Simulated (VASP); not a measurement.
A run of VASP 6.6.1 is set up as follows.

The input INCAR:

```
SYSTEM = Ti
  PREC = Accurate
  ENCUT = 520
  EDIFF = 1E-7
  ISMEAR = 0
  SIGMA = 0.15
  LREAL = .False.
  LASPH = .True.
  NELM = 100
  ALGO = Normal
  ISIF = 2
  LWAVE = .False.
  LCHARG = .True.
  GGA = PS
  LELF = .True.
  LVHAR = .True.
  NBANDS = 12
```

File KPOINTS:

```
Automatic mesh
0
Gamma
  20 20 20
  0 0 0
```

Contents of POSCAR:

```
Ti
1.0
    0.0000000000      2.0300000000      2.0706000000
    2.0300000000      0.0000000000      2.0706000000
    2.0300000000      2.0300000000      0.0000000000
Ti
1
Direct
    0.0000000000      0.0000000000      0.0000000000
```

Potentials or basis: VASP PAW PBE potentials, release 64 (Ti_sv).

Run with:

```console
$ cat potpaw_PBE.64/Ti_sv/POTCAR > POTCAR
$ mpirun -np 1 vasp_std > vasp.out
```

Question: Predict the band gap on the k mesh.

Answer: Zero (band 6 reaches 9.11 eV, above the bottom of band 7 at 7.85 eV).

Question: What does it give for the pressure?

Answer: -2.7 GPa.

Stress tensor (GPa, compression positive):
```
-2.47  0.00  0.00
 0.00 -2.47  0.00
 0.00  0.00 -3.18
```

Caveat: the cell differs from its parent crystal (strain +0.0200 x Voigt [0, 0, 1, 0, 0, 0]); the PAW data sets were made with another functional, which shifts forces and pressure a little.
